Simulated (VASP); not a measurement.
# Pt (P6_3/mmc) in VASP: settings compared, part 2 of 2

VASP 6.6.1. The steps go on from the part before.

## 3. Single point, r2SCAN (functional r2SCAN, strained)

File POSCAR:

```
Pt
1.0
    2.8128421959      0.0000000000      0.0000000000
   -1.4064210980      2.4359927985      0.0000000000
    0.0000000000      0.0000000000      5.3139973926
Pt
2
Direct
    0.6666666700      0.3333333300      0.7500000000
    0.3333333300      0.6666666700      0.2500000000
```

File INCAR.step1:

```
SYSTEM = Pt
PREC     = Accurate       ! precision mode
ENCUT    = 520            ! plane-wave cutoff, eV
ISMEAR   = 0              ! smearing method
SIGMA    = 0.1            ! smearing width, eV
LREAL    = .FALSE.        ! projectors in reciprocal space
LASPH    = .TRUE.         ! aspherical terms in the spheres
NELM     = 60             ! most SCF steps
NBANDS   = 17             ! bands
GGA      = PE             ! functional
ALGO     = Normal         ! electronic algorithm
EDIFF    = 1E-4           ! SCF threshold, eV
LWAVE    = .TRUE.         ! write WAVECAR
LCHARG   = .FALSE.        ! write CHGCAR
```

File INCAR.step2:

```
SYSTEM = Pt
PREC     = Accurate       ! precision mode
ENCUT    = 520            ! plane-wave cutoff, eV
EDIFF    = 1E-6           ! SCF threshold, eV
ISMEAR   = 0              ! smearing method
SIGMA    = 0.1            ! smearing width, eV
LREAL    = .FALSE.        ! projectors in reciprocal space
LASPH    = .TRUE.         ! aspherical terms in the spheres
NELM     = 60             ! most SCF steps
ALGO     = Normal         ! electronic algorithm
ISIF     = 2              ! what is computed and relaxed
LWAVE    = .FALSE.        ! write WAVECAR
LCHARG   = .FALSE.        ! write CHGCAR
METAGGA  = R2SCAN         ! meta-GGA
LMIXTAU  = .TRUE.       
NBANDS   = 17             ! bands
ISTART   = 1
```

File KPOINTS:

```
Automatic mesh
0
G
  18 18 10
  0 0 0
```

Potentials or basis: VASP PAW PBE potentials, release 64 (Pt).

Run with:

```
> cat potpaw_PBE.64/Pt/POTCAR > POTCAR
> cp INCAR.step1 INCAR
> mpirun -np 1 vasp_std > vasp.out
> cp INCAR.step2 INCAR
> mpirun -np 1 vasp_std > vasp.out
```

Wall time 2.9 min (1 thread of Intel Xeon 6975P-C (Granite Rapids), shared host); peak memory 0.25 GiB.

The run converged. Its results:

```
Free energy            : -102.3375 eV
Pressure               : -25.2 GPa
Band gap on the k mesh : zero (band 10 reaches 8.35 eV, above the bottom of band 11 at 7.11 eV)
```

Stress tensor (GPa, compression positive):
```
-24.86   0.00   0.00
  0.00 -24.86   0.00
  0.00   0.00 -25.94
```

Levels at points of the mesh, in eV from the Fermi level:
```tsv
k point	band 6	band 7	band 8	band 9	band 10	band 11	band 12	band 13	band 14	band 15
(0.00, 0.00, 0.00)	-2.68	-2.68	-1.05	-1.05	-0.25	-0.16	-0.16	3.12	14.75	16.66
(0.50, 0.00, 0.00)	-2.09	-1.58	-0.24	0.56	0.65	2.39	3.80	6.84	8.34	8.63
(0.00, 0.00, 0.50)	-2.83	-2.83	-2.83	-0.54	-0.54	-0.54	-0.54	9.76	9.76	16.94
(0.50, 0.00, 0.50)	-1.26	-0.56	-0.56	0.61	0.61	2.08	2.08	6.24	6.24	13.16
```

Caveat: the cell differs from its parent crystal (functional r2SCAN, strained); the PAW data sets were made with another functional, which shifts forces and pressure a little; spin-orbit coupling is left out, which moves the levels of the heavy elements.

## 4. Single point, PBEsol (volume scaled by 0.98, then relaxed in part)

File INCAR:

```
ALGO     = Fast           # electronic algorithm
EDIFF    = 1E-6           # SCF threshold, eV
ENCUT    = 520            # plane-wave cutoff, eV
GGA      = PS             # functional
ISIF     = 2              # what is computed and relaxed
ISMEAR   = -1             # smearing method
LASPH    = True           # aspherical terms in the spheres
LCHARG   = False          # write CHGCAR
LREAL    = False          # projectors in reciprocal space
LWAVE    = False          # write WAVECAR
NBANDS   = 17             # bands
NELM     = 100            # most SCF steps
PREC     = Accurate       # precision mode
SIGMA    = 0.15           # smearing width, eV
```

File KPOINTS:

```
k-points
0
Gamma
  18 18 10
```

File POSCAR:

```
Pt
1.0
    2.7220330230      0.0000000000      0.0000000000
   -1.3610165115      2.3573497479      0.0000000000
    0.0000000000      0.0000000000      4.6338064292
Pt
2
Direct
    0.6666666667      0.3333333333      0.7500000000
    0.3333333333      0.6666666667      0.2500000000
```

Run with:

```
> cat potpaw_PBE.64/Pt/POTCAR > POTCAR
> mpirun -np 1 vasp_std > vasp.out
```

Run time: 71 s. Hardware: 1 thread of Intel Xeon 6975P-C, shared host; peak memory 0.21 GiB.

It converged, with:

| Item | Value |
| --- | --- |
| Free energy | -13.9161 eV |
| Pressure | 5.5 GPa |
| Band gap on the k mesh | zero (band 10 reaches 11.86 eV, above the bottom of band 11 at 10.45 eV) |

Stress tensor (GPa, compression positive):
```
5.56 0.00 0.00
0.00 5.56 0.00
0.00 0.00 5.43
```

Levels at points of the mesh, in eV from the Fermi level:
| k point | band 8 | band 9 | band 10 | band 11 | band 12 | band 13 |
| --- | --- | --- | --- | --- | --- | --- |
| (0.00, 0.00, 0.00) | -2.16 | -2.16 | -0.95 | -0.29 | -0.29 | 5.27 |
| (0.50, 0.00, 0.00) | 0.05 | 0.23 | 0.48 | 2.30 | 3.83 | 7.54 |
| (0.00, 0.00, 0.50) | -3.80 | -0.93 | -0.93 | -0.93 | -0.93 | 12.66 |
| (0.50, 0.00, 0.50) | -1.06 | 0.37 | 0.37 | 1.61 | 1.61 | 6.77 |

Caveat: the cell differs from its parent crystal (volume scaled by 0.98, then relaxed in part); the PAW data sets were made with another functional, which shifts forces and pressure a little; spin-orbit coupling is left out, which moves the levels of the heavy elements.

## 5. Single point, PBEsol

This run uses another cell than the first one, of 15.01 Å³/atom, 0.867 times its volume.

File INCAR:

```
SYSTEM = Pt
PREC = Accurate ; ENCUT = 520
EDIFF = 1E-7 ; ISMEAR = -1
SIGMA = 0.15 ; LREAL = .False.
LASPH = .True. ; NELM = 80
ALGO = Fast ; ISIF = 2
LWAVE = .False. ; LCHARG = .True.
GGA = PS ; LELF = .True.
LVHAR = .True. ; NBANDS = 17
```

File KPOINTS:

```
regular mesh
0
Gamma
  18 18 10
  0 0 0
```

File POSCAR:

```
Pt
1.0
    2.7300278365      0.0000000000      0.0000000000
   -1.3650139182      2.3642734595      0.0000000000
    0.0000000000      0.0000000000      4.6513653384
Pt
2
Direct
    0.6666666667      0.3333333333      0.7500000000
    0.3333333333      0.6666666667      0.2500000000
```

Run with:

```
> cat potpaw_PBE.64/Pt/POTCAR > POTCAR
> mpirun -np 1 vasp_std > vasp.out
```

It took 77 s on 1 thread of Intel Xeon 6975P-C, shared host; peak memory 0.21 GiB.

It converged, with:

```
Free energy            : -13.9237 eV
Pressure               : 2.6 GPa
Band gap on the k mesh : zero (band 10 reaches 11.66 eV, above the bottom of band 11 at 10.28 eV)
```

Stress tensor (GPa, compression positive):
```
2.65 0.00 0.00
0.00 2.65 0.00
0.00 0.00 2.53
```

Levels at points of the mesh, in eV from the Fermi level:
```tsv
k point	band 8	band 9	band 10	band 11	band 12	band 13
(0.00, 0.00, 0.00)	-2.12	-2.12	-0.92	-0.28	-0.28	5.19
(0.50, 0.00, 0.00)	0.05	0.22	0.47	2.28	3.80	7.49
(0.00, 0.00, 0.50)	-3.74	-0.91	-0.91	-0.91	-0.91	12.58
(0.50, 0.00, 0.50)	-1.03	0.37	0.37	1.62	1.62	6.70
```

Caveat: the PAW data sets were made with another functional, which shifts forces and pressure a little; spin-orbit coupling is left out, which moves the levels of the heavy elements.

## 6. Single point, PBEsol

This run uses another cell than the first one, of 15.17 Å³/atom, 0.876 times its volume.

File INCAR:

```
SYSTEM = Pt
PREC = Accurate ; ENCUT = 520
EDIFF = 1E-6 ; ISMEAR = -1
SIGMA = 0.15 ; LREAL = .FALSE.
LASPH = .TRUE. ; NELM = 80
ALGO = Fast ; ISIF = 2
LWAVE = .FALSE. ; LCHARG = .FALSE.
GGA = PS ; NBANDS = 17
```

File KPOINTS:

```
Automatic mesh
0
G
  18 18 10
  0 0 0
```

File POSCAR:

```
Pt
1.0
    2.7387219961      0.0000000000      0.0000000000
   -1.3693609980      2.3718028225      0.0000000000
    0.0000000000      0.0000000000      4.6709228245
Pt
2
Direct
    0.6666666667      0.3333333333      0.7500000000
    0.3333333333      0.6666666667      0.2500000000
```

Potentials or basis: VASP PAW PBE potentials, release 64 (Pt).

Run with:

```
> cat potpaw_PBE.64/Pt/POTCAR > POTCAR
> mpirun -np 1 vasp_std > vasp.out
```

Run time: 74 s. Hardware: 1 thread of Intel Xeon 6975P-C, shared host; peak memory 0.21 GiB.

The run converged. Its results:

```
Free energy            : -13.9261 eV
Pressure               : -0.4 GPa
Band gap on the k mesh : zero (band 10 reaches 11.45 eV, above the bottom of band 11 at 10.09 eV)
```

Stress tensor (GPa, compression positive):
```
-0.34  0.00  0.00
 0.00 -0.34  0.00
 0.00  0.00 -0.45
```

Levels at points of the mesh, in eV from the Fermi level:
```tsv
k point	band 6	band 7	band 8	band 9	band 10	band 11	band 12	band 13	band 14	band 15
(0.00, 0.00, 0.00)	-3.24	-3.24	-2.08	-2.08	-0.88	-0.28	-0.28	5.11	14.91	15.90
(0.50, 0.00, 0.00)	-3.12	-2.93	0.04	0.22	0.46	2.26	3.76	7.43	9.07	9.84
(0.00, 0.00, 0.50)	-3.68	-3.68	-3.68	-0.90	-0.90	-0.90	-0.90	12.49	12.49	15.43
(0.50, 0.00, 0.50)	-2.03	-1.00	-1.00	0.36	0.36	1.62	1.62	6.62	6.62	14.47
```

Caveat: the PAW data sets were made with another functional, which shifts forces and pressure a little; spin-orbit coupling is left out, which moves the levels of the heavy elements.

## 7. Summary

```csv
level,cell,k mesh,smearing,gap on the mesh (eV),pressure (GPa)
PBEsol,"a = 2.902, b = 2.902, c = 4.750 Å, angles 90.0, 90.0, 120.0°, 2 atoms",15 × 15 × 8,gaussian 0.1 eV,none,-26.7
r2SCAN,"a = 2.813, b = 2.813, c = 5.314 Å, angles 90.0, 90.0, 120.0°, 2 atoms",18 × 18 × 10,gaussian 0.1 eV,none,-25.2
PBEsol,"a = 2.722, b = 2.722, c = 4.634 Å, angles 90.0, 90.0, 120.0°, 2 atoms",18 × 18 × 10,fermi-dirac 0.15 eV,none,5.5
PBEsol,"a = 2.730, b = 2.730, c = 4.651 Å, angles 90.0, 90.0, 120.0°, 2 atoms",18 × 18 × 10,fermi-dirac 0.15 eV,none,2.6
PBEsol,"a = 2.739, b = 2.739, c = 4.671 Å, angles 90.0, 90.0, 120.0°, 2 atoms",18 × 18 × 10,fermi-dirac 0.15 eV,none,-0.4
```

Alike in all rows: task single point; potentials or basis VASP PAW PBE potentials, release 64 (Pt); no spin polarisation; cutoff (eV) 520.

Caveats: the PAW data sets were made with another functional, which shifts forces and pressure a little; spin-orbit coupling is left out, which moves the levels of the heavy elements.

Total energies depend on the potentials used, so only differences within one code and one set of settings carry meaning.
